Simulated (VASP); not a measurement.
AlCo (m.b): single point with PBE

Crystal: AlCo (m.b).

```
Co Al
1.0
     2.82000    0.00000    0.00000
     0.00000    2.82000    0.00000
     0.00000    0.00000    2.82000
Co Al
1 1
Direct
  0.00000 0.00000 0.00000
  0.50000 0.50000 0.50000
```

| Property | Result |
| --- | --- |
| Program | VASP 6.6.1 |
| Task | single point |
| Functional | PBE |
| Potentials or basis | VASP PAW PBE potentials, release 64 (Co, Al) |
| Cutoff | 600 eV |
| k mesh | 6 × 6 × 6 |
| Occupations | gaussian, width 0.1 eV |
| Spin | no spin polarisation |

The pressure is 6.7 GPa and the band gap on the k mesh is zero (band 6 reaches 13.40 eV, above the bottom of band 7 at 10.79 eV).

Levels at points of the mesh, in eV from the Fermi level:
| k point | band 2 | band 3 | band 4 | band 5 | band 6 | band 7 | band 8 | band 9 | band 10 | band 11 |
| --- | --- | --- | --- | --- | --- | --- | --- | --- | --- | --- |
| (0.00, 0.00, 0.00) | -3.16 | -3.16 | -0.93 | -0.93 | -0.93 | 6.05 | 6.05 | 6.05 | 8.79 | 8.79 |
| (0.50, 0.00, 0.00) | -6.86 | -2.54 | -1.85 | -1.85 | -0.82 | 0.14 | 8.36 | 10.71 | 10.71 | 11.91 |
| (0.50, 0.50, 0.00) | -3.25 | -2.82 | -2.82 | -1.64 | -1.64 | -0.30 | 2.46 | 3.58 | 13.04 | 16.04 |
| (0.50, 0.50, 0.50) | -4.16 | -4.16 | -0.26 | -0.26 | 2.31 | 2.31 | 2.31 | 4.33 | 5.43 | 5.43 |

Run time: 10 s on 1 thread of Intel Xeon 8259CL (shared host), peak memory 0.13 GiB.

Caveat: the k points lie up to 0.37 Å⁻¹ apart. Spin polarisation is off, so any magnetic state and its effect on volume and gap are missing.
